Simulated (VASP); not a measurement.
Input of a VASP 6.6.1 run:

Contents of INCAR:

```
  PREC = Accurate
  ENCUT = 520
  EDIFF = 1E-8
  ISMEAR = -1
  SIGMA = 0.05
  LREAL = False
  LASPH = True
  NELM = 100
  ALGO = Normal
  ISIF = 2
  LWAVE = False
  LCHARG = False
  LEFG = True
  NBANDS = 14
```

Contents of KPOINTS:

```
Automatic mesh
0
Gamma
  14 14 8
```

POSCAR

```
Re
1.0
    2.5677224212      0.0000000000      0.0000000000
   -1.2838612106      2.2237128466      0.0000000000
    0.0000000000      0.0000000000      4.1057498614
Re
2
Direct
    0.3333333333      0.6666666667      0.2500000000
    0.6666666667      0.3333333333      0.7500000000
```

Potentials or basis: VASP PAW LDA potentials, release 64 (Re).

Command:

```console
$ cat potpaw_LDA.64/Re/POTCAR > POTCAR
$ mpirun -np 1 vasp_std > vasp.out
```

Task: Predict the pressure.

Result: 131.8 GPa.

Task: Predict the band gap on the k mesh.

Result: Zero (band 7 reaches 13.12 eV, above the bottom of band 8 at 8.42 eV).

Stress tensor (GPa, compression positive):
```
129.34   0.00   0.00
  0.00 129.34   0.00
  0.00   0.00 136.70
```

Caveat: without QUAD_EFG the Cq values of the log hold for a quadrupole moment of 1 mb, not for the nuclei; spin-orbit coupling is left out, which moves the levels of the heavy elements.
